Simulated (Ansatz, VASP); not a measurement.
**InO: VASP beside Ansatz**

INCAR

```
SYSTEM = InO
ALGO = Normal
EDIFF = 1E-6
ENCUT = 520
GGA = PE
ISIF = 2
ISMEAR = 0
LASPH = .True.
LCHARG = .False.
LREAL = .False.
LWAVE = .False.
NBANDS = 27
NELM = 80
PREC = Accurate
SIGMA = 0.03
```

The input KPOINTS:

```
k-points
0
Gamma
  12 12 2
  0 0 0
```

Contents of POSCAR:

```
InO
1.0
    3.2809331112      0.0000000000      0.0000000000
   -1.6404665556      2.8413714224      0.0000000000
    0.0000000000      0.0000000000     16.6709550000
In O
2 2
Direct
    0.6666666667      0.3333333333      0.5900210000
    0.6666666667      0.3333333333      0.4099790000
    0.0000000000      0.0000000000      0.6398670000
    0.0000000000      0.0000000000      0.3601330000
```

Input for Ansatz:

```yaml
crystal:
  lattice:
    - [3.2809331112, 0.0, 0.0]
    - [-1.6404665556, 2.8413714224, 0.0]
    - [0.0, 0.0, 16.670955]
  atoms:
    - { symbol: In, position: [0.6666666667, 0.3333333333, 0.590021] }
    - { symbol: In, position: [0.6666666667, 0.3333333333, 0.409979] }
    - { symbol: O, position: [0.0, 0.0, 0.639867] }
    - { symbol: O, position: [0.0, 0.0, 0.360133] }
basis:
  ecutwfc: 420
kpoints:
  mp_grid: { grid: [12, 12, 2] }
hamiltonian:
  xc: pbe
scf:
  occupations: { method: gaussian, width: 0.03 }
output:
  forces: true
  stress: true
  eigenvalues: true
  write_density: true
  write_potential: true
  elf: true
  volumetric_format: npy
```

Change from the starting cell: strain -0.050 along x and y, +0.050 along z, atoms carried along.

Alike in both runs: task single point; functional PBE; k mesh 12 × 12 × 2; occupations gaussian, width 0.03 eV; no spin polarisation.

|  | VASP | Ansatz |
| --- | --- | --- |
| version | VASP 6.6.1 | Ansatz 0.2.0 |
| potentials or method | VASP PAW PBE potentials, release 64 (In_d, O), cutoff 520 eV | scalar-relativistic, plane waves, PAW |
| valence electrons in the cell | 38 | 38 |

Ansatz gave:

- gap on the k mesh at the Fermi level (eV): 0.03
- least direct gap on the mesh (eV): 1.40
- rms of the force components (eV/Å): 0.583

What did VASP give for the same quantities?

gap on the k mesh at the Fermi level (eV): 0.03; least direct gap on the mesh (eV): 1.39; rms of the force components (eV/Å): 0.606.

Atom by atom the forces differ by 0.024 eV/Å (rms over components). Ansatz's warnings: xc potential rough in thin density.
